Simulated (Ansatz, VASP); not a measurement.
**Ge in VASP and in Ansatz**

```
Ge
1.0
     2.55479    0.00000    0.00000
     0.00000    2.55479    0.00000
     0.00000    0.00000    2.55479
Ge
1
Direct
  0.00000 0.00000 0.00000
```

Change from the starting cell: volume scaled by 0.88, LAPW.

Alike in both runs: task single point; functional PBEsol; k mesh 15 × 15 × 15; occupations fermi-dirac, width 0.1 eV; no spin polarisation.

```csv
,VASP,Ansatz
version,VASP 6.6.1,Ansatz 0.2.0
potentials or method,"VASP PAW PBE potentials, release 64 (Ge_d), cutoff 520 eV","all-electron LAPW, scalar-relativistic"
```

|  | VASP | Ansatz | Ansatz less VASP |
| --- | --- | --- | --- |
| pressure (GPa) | 13.4 | 13.4 | +0.07 |

VASP's potentials were made for PBE, not for PBEsol. Ansatz ran all-electron here, and VASP with PAW potentials.
